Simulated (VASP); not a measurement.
Set up this calculation in VASP 6.6.1, as the native input.

```yaml
Task: single point
Functional: r2SCAN
Potentials_or_basis: VASP PAW PBE potentials, release 64 (Si, Ge_d, N)
Cutoff: 520 eV
k_mesh: 4 × 8 × 4
Occupations: gaussian, width 0.01 eV
Spin: no spin polarisation
Dipole_correction: no
Further_INCAR_settings: ALGO = Normal; EDIFF = 1e-06; NBANDS = 50
```

The system is Si5GeN8.

```xyz
14
Lattice="7.6841 0.0000 0.0192 0.0000 2.9337 0.0000 -3.8254 0.0000 6.6372" Properties=species:S:1:pos:R:3 pbc="T T T"
Si    1.4252    1.4668    5.4849
Si    5.4581    0.0000    1.5481
Si    3.6010    0.0000    3.9350
Si    0.2261    1.4668    2.6812
Si    2.4626    0.0000    1.2053
Ge   -1.6073    1.4668    5.1129
N     0.0724    1.4668    4.4054
N     3.8567    0.0000    2.2276
N     2.8041    1.4668    4.4307
N     1.4566    0.0000    6.4432
N    -2.5303    0.0000    4.6383
N     6.3022    1.4668    2.0079
N     1.0283    0.0000    2.1853
N     2.4551    1.4668    0.2888
```

These files were run (other wordings do the same):

POSCAR

```
Si5GeN8
1.0
    7.6840586099      0.0000000000      0.0192181976
    0.0000000000      2.9336596970      0.0000000000
   -3.8253805351      0.0000000000      6.6371630379
Si Ge N
5 1 8
Direct
    0.5960149313      0.5000000000      0.8246653190
    0.8252418651      0.0000000000      0.2308554822
    0.7626880946      0.0000000000      0.5906712229
    0.2302028562      0.5000000000      0.4033002234
    0.4102940380      0.0000000000      0.1804082235
    0.1740772624      0.5000000000      0.7698423458
    0.3393680869      0.5000000000      0.6627707391
    0.6680317066      0.0000000000      0.3336950915
    0.6962538538      0.5000000000      0.6655428365
    0.6718766616      0.0000000000      0.9688236079
    0.0185942613      0.0000000000      0.6987911188
    0.9693734452      0.5000000000      0.2997166049
    0.2973023475      0.0000000000      0.3283879868
    0.3406805896      0.5000000000      0.0425291977
```

INCAR.step1

```
PREC     = Accurate       # precision mode
ENCUT    = 520            # plane-wave cutoff, eV
ISMEAR   = 0              # smearing method
SIGMA    = 0.01           # smearing width, eV
LREAL    = F              # projectors in reciprocal space
LASPH    = T              # aspherical terms in the spheres
NELM     = 60             # most SCF steps
NBANDS   = 50             # bands
GGA      = PE             # functional
ALGO     = Normal         # electronic algorithm
EDIFF    = 1E-4           # SCF threshold, eV
LWAVE    = T              # write WAVECAR
LCHARG   = F              # write CHGCAR
```

INCAR.step2

```
PREC     = Accurate       # precision mode
ENCUT    = 520            # plane-wave cutoff, eV
EDIFF    = 1E-6           # SCF threshold, eV
ISMEAR   = 0              # smearing method
SIGMA    = 0.01           # smearing width, eV
LREAL    = F              # projectors in reciprocal space
LASPH    = T              # aspherical terms in the spheres
NELM     = 60             # most SCF steps
ALGO     = Normal         # electronic algorithm
ISIF     = 2              # what is computed and relaxed
LWAVE    = F              # write WAVECAR
LCHARG   = F              # write CHGCAR
METAGGA  = R2SCAN         # meta-GGA
LMIXTAU  = T            
NBANDS   = 50             # bands
ISTART   = 1
```

KPOINTS

```
regular mesh
0
Gamma
  4 8 4
```

Potentials or basis: VASP PAW PBE potentials, release 64 (Si, Ge_d, N).

Command:

```sh
$ cat potpaw_PBE.64/Si/POTCAR potpaw_PBE.64/Ge_d/POTCAR potpaw_PBE.64/N/POTCAR > POTCAR
$ cp INCAR.step1 INCAR
$ mpirun -np 1 vasp_std > vasp.out
$ cp INCAR.step2 INCAR
$ mpirun -np 1 vasp_std > vasp.out
```

It gave:

| Item | Value |
| --- | --- |
| Pressure | 0.0 GPa |
| Largest force | 0.067 eV/Å |
| Band gap on the k mesh | 4.69 eV (least direct gap 4.84 eV) |

Caveat: the PAW data sets were made with another functional, which shifts forces and pressure a little.

Wall time 9 min on 1 thread of Intel(R) Xeon(R) 6975P-C (Granite Rapids), with other jobs on the host, peak memory 0.49 GiB.
